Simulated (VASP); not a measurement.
SrTe7:

```
CELL_PARAMETERS angstrom
3.30860 1.91022 5.98045
-3.30860 1.91022 5.98045
0.00000 -3.82045 5.98045
ATOMIC_POSITIONS crystal
Sr 0.00000 0.00000 0.00000
Te 0.98254 0.39716 0.39716
Te 0.39716 0.98254 0.39716
Te 0.39716 0.39716 0.98254
Te 0.01746 0.60284 0.60284
Te 0.60284 0.01746 0.60284
Te 0.60284 0.60284 0.01746
Te 0.50000 0.50000 0.50000
```

The cell was generated, and may not be a known phase.

* Program: VASP 6.6.1
* Task: relaxation of cell and atoms
* Functional: PBE
* Potentials or basis: VASP PAW PBE potentials, release 64 (Sr_sv, Te)
* Cutoff: 600 eV
* k mesh: 3 × 3 × 3
* Occupations: gaussian, width 0.1 eV
* Spin: no spin polarisation

At the start: pressure 24.1 GPa; volume 28.35 Å³/atom.

Q: Where does the relaxation end?

A: Over 35 steps the energy falls by 883.9 meV/atom and the volume is 40.39 Å³/atom (+42.5 %); space group R-3m (No. 166, to 0.1 Å) before and after.

The path:
| step | energy change (eV) | largest force (eV/Å) | pressure (GPa) | volume (Å³) |
| --- | --- | --- | --- | --- |
| 1 | 0.0000 | 3.0191 | 24.14 | 226.78 |
| 2 | -4.0795 | 0.6088 | -4.45 | 397.80 |
| 3 | -5.5253 | 0.4123 | -0.13 | 315.59 |
| 4 | -5.5246 | 0.4135 | -0.33 | 317.57 |
| 5 | -5.5946 | 0.4635 | -0.20 | 316.38 |
| 6 | -5.7936 | 0.4446 | 0.20 | 312.63 |
| 7 | -6.0927 | 0.4970 | 1.32 | 304.44 |
| 8 | -5.4668 | 2.1274 | 6.86 | 285.52 |
| 9 | -6.1716 | 0.5148 | 1.81 | 301.42 |
| 10 | -6.1622 | 0.8374 | 2.81 | 297.00 |
| 11 | -6.1827 | 0.6626 | 2.31 | 299.06 |
| 12 | -6.2074 | 0.6829 | 2.27 | 299.52 |
| 13 | -6.2759 | 0.7494 | 2.17 | 300.87 |
| 14 | -6.3951 | 0.8581 | 2.04 | 303.39 |
| 15 | -6.5317 | 1.0983 | 1.99 | 307.78 |
| 16 | -6.6451 | 0.9452 | 1.27 | 312.10 |
| 17 | -6.8126 | 0.5772 | -0.54 | 325.24 |
| 18 | -6.8187 | 0.5197 | -0.85 | 327.95 |
| 19 | -6.8606 | 0.4723 | -0.70 | 325.73 |
| 20 | -6.9519 | 0.3173 | -0.17 | 319.13 |
| 21 | -6.9382 | 0.2836 | 1.36 | 306.20 |
| 22 | -6.9819 | 0.1992 | 0.40 | 313.58 |
| 23 | -6.9822 | 0.1905 | 0.48 | 312.92 |
| 24 | -7.0007 | 0.1753 | 0.23 | 315.22 |
| 25 | -7.0106 | 0.1983 | -0.11 | 318.68 |
| 26 | -7.0216 | 0.1667 | -0.04 | 318.58 |
| 27 | -7.0446 | 0.0811 | 0.19 | 318.25 |
| 28 | -7.0215 | 0.2474 | 0.89 | 317.59 |
| 29 | -7.0498 | 0.0399 | 0.31 | 318.10 |
| 30 | -7.0600 | 0.0471 | 0.14 | 320.08 |
| 31 | -7.0670 | 0.0857 | -0.23 | 324.86 |
| 32 | -7.0677 | 0.0744 | -0.15 | 323.77 |
| 33 | -7.0697 | 0.0615 | -0.07 | 323.33 |
| 34 | -7.0705 | 0.0522 | 0.03 | 322.89 |
| 35 | -7.0712 | 0.0253 | 0.02 | 323.09 |

Final structure:
```yaml
crystal:
  lattice:
    - [3.34140, 1.92916, 8.35368]
    - [-3.34140, 1.92916, 8.35368]
    - [0.00000, -3.85832, 8.35368]
  atoms:
    - { symbol: Sr, position: [0.00000, 0.00000, 0.00000] }
    - { symbol: Te, position: [0.93266, 0.44316, 0.44316] }
    - { symbol: Te, position: [0.44316, 0.93266, 0.44316] }
    - { symbol: Te, position: [0.44316, 0.44316, 0.93266] }
    - { symbol: Te, position: [0.06734, 0.55684, 0.55684] }
    - { symbol: Te, position: [0.55684, 0.06734, 0.55684] }
    - { symbol: Te, position: [0.55684, 0.55684, 0.06734] }
    - { symbol: Te, position: [0.50000, 0.50000, 0.50000] }
```

Caveat: the k points lie up to 0.37 Å⁻¹ apart in the final cell, too coarse for converged energies and pressures of a metal; the volume moved by over 15 % at a fixed basis, so the end points are rough.
